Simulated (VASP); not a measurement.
# NaF (Villiaumite) in VASP: notebook

The runs below take NaF (Villiaumite) through single point, with LDA.

All numbers are computed with VASP 6.6.1; they aren't measurements. Logs are shortened: lines on timing, memory, paths and dates and some standing lists are left out, and cuts for length are marked.

## Step 1: The cell of the first run

It takes space group R-3m (No. 166, trigonal). Conventional cell: a = 3.192 Å, b = 3.192 Å, c = 7.761 Å, α = 90.00°, β = 90.00°, γ = 120.00°. Na (site symmetry -3m) has 6 F at 2.25 Å within 3.0 Å. Within 3.0 Å of F (site symmetry -3m) lie 6 Na at 2.25 Å.

## Step 2: Single point, LDA (equal xy, yz and zx engineering shears of -0.5 %)

File INCAR:

```
SYSTEM = NaF
ALGO = Normal ; EDIFF = 1E-6
ENCUT = 520 ; ISIF = 2
ISMEAR = 0 ; LASPH = .True.
LCHARG = .True. ; LELF = .True.
LREAL = .False. ; LVHAR = .True.
LWAVE = .False. ; NBANDS = 14
NELM = 80 ; PREC = Accurate
SIGMA = 0.01
```

File KPOINTS:

```
k-points
0
Gamma
  10 10 10
  0 0 0
```

File POSCAR:

```
NaF
1.0
   -0.0112589061      2.2461517672      2.2461517672
    2.2461517672     -0.0112589061      2.2461517672
    2.2461517672      2.2461517672     -0.0112589061
Na F
1 1
Direct
    0.0000000000      0.0000000000      0.0000000000
    0.5000000000      0.5000000000      0.5000000000
```

Potentials or basis: VASP PAW LDA potentials, release 64 (Na_pv, F).

Launch:

```
> cat potpaw_LDA.64/Na_pv/POTCAR potpaw_LDA.64/F/POTCAR > POTCAR
> mpirun -np 1 vasp_std > vasp.out
```

OUTCAR:

```text
SYSTEM = NaF
   EDIFF = 1E-6
   ENCUT = 520
   ISIF = 2
   ISMEAR = 0
   LASPH = .True.
   LREAL = .False.
   NELM = 80
   PREC = Accurate

 ion  position               nearest neighbor table
   1  0.000  0.000  0.000-   2 2.25   2 2.25   2 2.25   2 2.25   2 2.25   2 2.25
   2  0.500  0.500  0.500-   1 2.25   1 2.25   1 2.25   1 2.25   1 2.25   1 2.25

  LATTYP: Found a trigonal (rhomboedric) cell.
 ALAT       =     3.1765582453
 COS(alpha) =     0.4949812504

  Lattice vectors:

 A1 = (  -0.0112589061,   2.2461517672,   2.2461517672)
 A2 = (   2.2461517672,  -0.0112589061,   2.2461517672)
 A3 = (   2.2461517672,   2.2461517672,  -0.0112589061)

Analysis of symmetry for initial positions (statically):
=====================================================================
 Subroutine PRICEL returns:
 Original cell was already a primitive cell.

 Routine SETGRP: Setting up the symmetry group for a
 trigonal (rhombohedral) supercell.

 Subroutine GETGRP returns: Found 12 space group operations
 (whereof 12 operations were pure point group operations)
 out of a pool of 12 trial point group operations.

The static configuration has the point symmetry D_3d.

Analysis of symmetry for dynamics (positions and initial velocities):
=====================================================================
 Subroutine PRICEL returns:
 Original cell was already a primitive cell.

 Routine SETGRP: Setting up the symmetry group for a
 trigonal (rhombohedral) supercell.

 Subroutine GETGRP returns: Found 12 space group operations
 (whereof 12 operations were pure point group operations)
 out of a pool of 12 trial point group operations.

The dynamic configuration has the point symmetry D_3d.

 Subroutine INISYM returns: Found 12 space group operations
 (whereof 12 operations are pure point group operations),
 and found     1 'primitive' translations

----------------------------------------------------------------------------------------

                                     Primitive cell

  volume of cell :      22.8350

  direct lattice vectors                    reciprocal lattice vectors
    -0.011258906  2.246151767  2.246151767    -0.220936192  0.222049221  0.222049221
     2.246151767 -0.011258906  2.246151767     0.222049221 -0.220936192  0.222049221
     2.246151767  2.246151767 -0.011258906     0.222049221  0.222049221 -0.220936192

  length of vectors
     3.176558245  3.176558245  3.176558245     0.383959001  0.383959001  0.383959001

  position of ions in fractional coordinates (direct lattice)
     0.000000000  0.000000000  0.000000000
     0.500000000  0.500000000  0.500000000

  ion indices of the primitive-cell ions
   primitive index   ion index
                 1           1
                 2           2

----------------------------------------------------------------------------------------

 KPOINTS: k-points

Automatic generation of k-mesh.
 Grid dimensions read from file:
 generate k-points for:   10   10   10

 Generating k-lattice:

  Cartesian coordinates                     Fractional coordinates (reciprocal lattice)
    -0.022093619  0.022204922  0.022204922     0.100000000  0.000000000  0.000000000
     0.022204922 -0.022093619  0.022204922     0.000000000  0.100000000  0.000000000
     0.022204922  0.022204922 -0.022093619     0.000000000  0.000000000  0.100000000

  Length of vectors
     0.038395900  0.038395900  0.038395900

  Shift w.r.t. Gamma in fractional coordinates (k-lattice)
     0.000000000  0.000000000  0.000000000

 Subroutine IBZKPT returns following result:
 ===========================================

 Found    116 irreducible k-points:

 Following reciprocal coordinates:
            Coordinates               Weight
  0.000000  0.000000  0.000000      1.000000
  0.100000  0.000000  0.000000      6.000000
  0.200000  0.000000  0.000000      6.000000
  0.300000  0.000000  0.000000      6.000000
  0.400000  0.000000  0.000000      6.000000
  0.500000  0.000000  0.000000      3.000000
[... 16 lines left out ...]
  0.300000  0.300000 -0.000000      6.000000
  0.400000  0.300000  0.000000     12.000000
 [... further k-points ...]
   k-points           NKPTS =    116   k-points in BZ     NKDIM =    116   number of bands    NBANDS=     14
   number of dos      NEDOS =    301   number of ions     NIONS =      2
   total plane-waves  NPLWV =  13824
   dimension x,y,z NGX =    24 NGY =   24 NGZ =   24
   dimension x,y,z NGXF=    48 NGYF=   48 NGZF=   48
   ions per type =               1   1
   NGX,Y,Z   is equivalent  to a cutoff of  12.56, 12.56, 12.56 a.u.
   NGXF,Y,Z  is equivalent  to a cutoff of  25.12, 25.12, 25.12 a.u.
 SYSTEM =  NaF
   PREC   = accura    normal or accurate (medium, high low for compatibility)
   ISTART =      0    job   : 0-new  1-cont  2-samecut
   ICHARG =      2    charge: 1-file 2-atom 10-const
   ISPIN  =      1    spin polarized calculation?
   LNONCOLLINEAR =      F non collinear calculations
   LSORBIT =      F    spin-orbit coupling
   LASPH  =      T    aspherical Exc in radial PAW
   ENCUT  =  520.0 eV  38.22 Ry    6.18 a.u.   5.91  5.91  5.91*2*pi/ulx,y,z
   NELM   =     80;   NELMIN=  2; NELMDL= -5     # of ELM steps
   EDIFF  = 0.1E-05   stopping-criterion for ELM
   LREAL  =      F    real-space projection
   EDIFFG = 0.1E-04   stopping-criterion for IOM
   NSW    =      0    number of steps for IOM
   IBRION =     -1    ionic relax: 0-MD 1-quasi-New 2-CG
   NFREE  =      0    steps in history (QN), initial steepest desc. (CG)
   ISIF   =      2    stress and relaxation
   ISYM   =      2    0-nonsym 1-usesym 2-fastsym
   POTIM  = 0.5000    time-step for ionic-motion
   TEBEG  =    0.0;   TEEND  =   0.0 temperature during run
   PSTRESS=    0.0 pullay stress
   NELECT =      14.0000    total number of electrons
   NUPDOWN=      -1.0000    fix difference up-down
   EMIN   =  10.00;   EMAX   =-10.00  energy-range for DOS
   EFERMI =   0.00;   METHOD = LEGACY
   ISMEAR =     0;   SIGMA  =   0.01  broadening in eV -4-tet -1-fermi 0-gaus
   EFERMI_NEDOS =   21; number of points for ismear=-14 and -15
   IALGO  =     38    algorithm
   IMIX   =      4    mixing-type and parameters
     AMIX     =   0.40;   BMIX     =  1.00
     AMIX_MAG =   1.60;   BMIX_MAG =  1.00
  volume/ion in A,a.u.               =      11.42        77.05
  Fermi-wavevector in a.u.,A,eV,Ry     =   1.390755  2.628146 26.316390  1.934200
  Thomas-Fermi vector in A             =   2.514660
   LORBIT       =      0    0 simple, 1 ext, 2 COOP (PROOUT), +10 PAW based schemes
   GGA     = CA    functional components
   LHFCALC =     F    Hartree Fock is set to
   AEXX    =    0.0000 exact exchange contribution
   IVDW    =     0    specifies the selected vdW correction
   LEPSILON=     F    determine dielectric tensor
   LRPA    =     F    only Hartree local field effects (RPA)
 non-spin polarized calculation
 Gauss-broadening in eV      SIGMA  =   0.01
  energy-cutoff  :      520.00
  volume of cell :       22.83
 maximum number of plane-waves:       632
   NGX = 11   NGY = 11   NGZ = 11

 number of electron      14.0000020 magnetization

 Free energy of the ion-electron system (eV)
  ---------------------------------------------------
  ext. energy  EPLUGINS =         0.00000000
  ---------------------------------------------------
  free energy    TOTEN  =        -9.33244469 eV

  energy without entropy =       -9.33244469  energy(sigma->0) =       -9.33244469

 E-fermi :  -2.0391     XC(G=0): -10.3814

 val. band max:       -2.0992262292   @ k =   0.0000   0.0000   0.0000
 cond. band min:       4.3181423249   @ k =   0.0000   0.0000   0.0000
 fundamental gap:      6.4173685540
 Fermi energy:        -2.0391431889

 k-point     1 :       0.0000    0.0000    0.0000
  band No.  band energies     occupation
      1     -21.0356      2.00000
      2     -20.6370      2.00000
      3     -20.6368      2.00000
      4     -20.6368      2.00000
      5      -2.1213      2.00000
      6      -2.1213      2.00000
      7      -2.0992      2.00000
      8       4.3181      0.00000
      9      16.9463      0.00000
     10      16.9463      0.00000
     11      17.1425      0.00000
     12      20.0059      0.00000
     13      22.3349      0.00000
     14      22.3349      0.00000

 k-point     2 :       0.1000    0.0000    0.0000
  band No.  band energies     occupation
      1     -21.1928      2.00000
      2     -20.6385      2.00000
      3     -20.6382      2.00000
      4     -20.4616      2.00000
      5      -2.3511      2.00000
      6      -2.1518      2.00000
      7      -2.1323      2.00000
      8       4.7032      0.00000
      9      15.6597      0.00000
     10      17.1274      0.00000
     11      17.3007      0.00000
     12      21.5578      0.00000
     13      21.9670      0.00000
     14      21.9933      0.00000

 k-point     3 :       0.2000    0.0000    0.0000
  band No.  band energies     occupation
      1     -21.4208      2.00000
      2     -20.6427      2.00000
      3     -20.6420      2.00000
      4     -20.1856      2.00000
      5      -2.8820      2.00000
      6      -2.2308      2.00000
      7      -2.2121      2.00000
      8       5.6772      0.00000
      9      13.8935      0.00000
     10      17.5966      0.00000
     11      17.7594      0.00000
     12      21.3645      0.00000
     13      21.4308      0.00000
     14      23.0648      0.00000

 k-point     4 :       0.3000    0.0000    0.0000
  band No.  band energies     occupation
      1     -21.6053      2.00000
      2     -20.6478      2.00000
      3     -20.6466      2.00000
      4     -19.9413      2.00000
      5      -3.4388      2.00000
      6      -2.3268      2.00000
      7      -2.3090      2.00000
      8       6.9174      0.00000
      9      12.4355      0.00000
     10      18.1142      0.00000
     11      18.2543      0.00000
     12      21.0531      0.00000
     13      21.1651      0.00000
     14      22.9520      0.00000

 k-point     5 :       0.4000    0.0000    0.0000
  band No.  band energies     occupation
      1     -21.7218      2.00000
      2     -20.6520      2.00000
      3     -20.6504      2.00000
      4     -19.7749      2.00000
      5      -3.8376      2.00000
      6      -2.4032      2.00000
      7      -2.3860      2.00000
      8       8.1304      0.00000
      9      11.2917      0.00000
     10      18.3960      0.00000
     11      18.5108      0.00000
[... 276 lines left out ...]
 k-point    22 :      -0.2000    0.2000    0.0000
  band No.  band energies     occupation
      1     -21.5575      2.00000
      2     -20.6948      2.00000
      3     -20.6439      2.00000
      4     -19.9548      2.00000
      5      -3.3687      2.00000
      6      -2.5466      2.00000
      7      -2.3342      2.00000
      8       7.3664      0.00000
      9      12.4623      0.00000
     10      16.4366      0.00000
     11      19.4156      0.00000
     12      19.5654      0.00000
     13      21.1222      0.00000
     14      25.3671      0.00000

 k-point    23 :       0.3000    0.3000   -0.0000
  band No.  band energies     occupation
      1     -21.3434      2.00000
      2     -20.6864      2.00000
      3     -20.6857      2.00000
      4     -20.1876      2.00000
      5      -3.3595      2.00000
      6      -2.4408      2.00000
      7      -2.4201      2.00000
      8       7.7513      0.00000
      9      12.1474      0.00000
     10      16.2590      0.00000
     11      17.8632      0.00000
     12      17.9910      0.00000
     13      24.6670      0.00000
     14      24.7283      0.00000

 k-point    24 :       0.4000    0.3000    0.0000
  band No.  band energies     occupation
      1     -21.3085      2.00000
      2     -20.7054      2.00000
      3     -20.6931      2.00000
      4     -20.2017      2.00000
      5      -3.4830      2.00000
      6      -2.5665      2.00000
      7      -2.4802      2.00000
      8       8.7788      0.00000
      9      11.6152      0.00000
     10      15.1074      0.00000
     11      18.0139      0.00000
     12      18.1816      0.00000
     13      24.3758      0.00000
     14      25.1677      0.00000

 [... further k-points ...]
[... 5 lines left out ...]
  --------------------------------------------------------------------------------------
  -------------------------------------------------------------------------------------
  Total       -0.0089229     -0.0089229     -0.0089229      0.0204009      0.0204009      0.0204009
  in kB       -0.6260596     -0.6260596     -0.6260596      1.4313931      1.4313931      1.4313931
  external PRESSURE =      -0.6260596 kB  Pullay stress =       0.0000000 kB

 VOLUME and BASIS-vectors are now :
 -----------------------------------------------------------------------------
  energy-cutoff  :      520.00
  volume of cell :       22.83
      direct lattice vectors                 reciprocal lattice vectors
    -0.011258906  2.246151767  2.246151767    -0.220936192  0.222049221  0.222049221
     2.246151767 -0.011258906  2.246151767     0.222049221 -0.220936192  0.222049221
     2.246151767  2.246151767 -0.011258906     0.222049221  0.222049221 -0.220936192

 POSITION                                       TOTAL-FORCE (eV/Angst)
 -----------------------------------------------------------------------------------
      0.00000      0.00000      0.00000        -0.000000      0.000000      0.000000
      2.24052      2.24052      2.24052         0.000000     -0.000000     -0.000000
 -----------------------------------------------------------------------------------
    total drift:                                0.000000     -0.000000      0.000000

  FREE ENERGIE OF THE ION-ELECTRON SYSTEM (eV)
  ---------------------------------------------------
  free  energy   TOTEN  =        -9.3324446918 eV

  energy  without entropy=       -9.3324446918  energy(sigma->0) =       -9.33244469
```

It took 17 s on 1 thread of Intel Xeon Platinum 8488C (Sapphire Rapids), shared host; peak memory 0.14 GiB.

Results:

* Free energy: -9.3324 eV
* Pressure: -0.1 GPa
* Band gap on the k mesh: 6.42 eV, direct

Stress tensor (GPa, compression positive):
```
-0.06  0.14  0.14
 0.14 -0.06  0.14
 0.14  0.14 -0.06
```

Caveat: the cell differs from its parent crystal (equal xy, yz and zx engineering shears of -0.5 %). A k mesh can miss the band edges.

(Part 1 of 2 ends here.)
